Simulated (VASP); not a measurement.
## ZnO (zincite): relaxation of cell and atoms with RPBE+D4

The system is ZnO (zincite).

```xyz
4
Lattice="3.2493 0.0000 0.0000 -1.6247 2.8140 0.0000 0.0000 0.0000 5.2057" Properties=species:S:1:pos:R:3 pbc="T T T"
Zn    1.6247    0.9380    0.0000
Zn    0.0000    1.8760    2.6029
O     0.0000    1.8760    4.5759
O     1.6247    0.9380    1.9730
```

* Program: VASP 6.6.1
* Task: relaxation of cell and atoms
* Functional: RPBE
* Dispersion: D4
* Potentials or basis: VASP PAW PBE potentials, release 64 (Zn, O)
* Cutoff: 600 eV
* k mesh: 9 × 9 × 5
* Occupations: fermi-dirac, width 0.05 eV
* Spin: no spin polarisation
* Dipole correction: no
* Further INCAR settings: ALGO = Normal; EDIFF = 1e-06; IBRION = 2; EDIFFG = -0.01; NSW = 60; ISIF = 3

- Relaxed volume: 12.15 Å³/atom
- Relaxed cell: a = 3.268 Å, b = 3.268 Å, c = 5.257 Å, α = 90.00°, β = 90.00°, γ = 120.00°
- Space group after relaxing (to 0.05 Å): P6_3mc (No. 186)
- Energy gained by relaxing: 2.3 meV/atom
- Ionic steps: 4
- Pressure after relaxing: -0.1 GPa
- Band gap on the k mesh: 0.85 eV, direct
- Dispersion energy per atom: -0.497 eV

Forces in eV/Å, atoms in the order of the input:
```
Zn   0.000  0.000  0.003
Zn   0.000  0.000  0.003
O    0.000  0.000 -0.003
O    0.000  0.000 -0.003
```

Stress tensor (GPa, compression positive):
```
-0.12  0.00  0.00
 0.00 -0.12  0.00
 0.00  0.00  0.04
```

The path:
| step | energy change (eV) | largest force (eV/Å) | pressure (GPa) | volume (Å³) |
| --- | --- | --- | --- | --- |
| 1 | 0.0000 | 0.0775 | 2.83 | 47.60 |
| 2 | -0.0073 | 0.0308 | -1.20 | 49.06 |
| 3 | -0.0094 | 0.0005 | 0.09 | 48.58 |
| 4 | -0.0094 | 0.0028 | -0.06 | 48.62 |

Final structure:
```cif
data_structure
_symmetry_space_group_name_H-M 'P 1'
_symmetry_Int_Tables_number 1
_cell_length_a 3.2677
_cell_length_b 3.2677
_cell_length_c 5.2574
_cell_angle_alpha 90.000
_cell_angle_beta 90.000
_cell_angle_gamma 120.000
_cell_volume 48.62
loop_
_atom_site_label
_atom_site_type_symbol
_atom_site_fract_x
_atom_site_fract_y
_atom_site_fract_z
_atom_site_occupancy
Zn1 Zn 0.66667 0.33333 0.99950 1
Zn2 Zn 0.33333 0.66667 0.49950 1
O1 O 0.33333 0.66667 0.87951 1
O2 O 0.66667 0.33333 0.37951 1
```

Levels at points of the mesh, in eV from the valence-band top:
```csv
k point,band 16,band 17,band 18,band 19,band 20,band 21
"(0.00, 0.00, 0.00)",-0.08,0.00,0.00,0.85,5.24,8.26
```

Run time: 2.1 min on 1 thread of Intel(R) Xeon(R) Platinum 8259CL CPU @ 2.50GHz (Skylake/Cascade Lake), with other jobs on the host, peak memory 0.2 GiB.

Caveat: the PAW data sets were made with another functional, which shifts forces and pressure a little. Zero-point motion and thermal expansion aren't in these numbers.
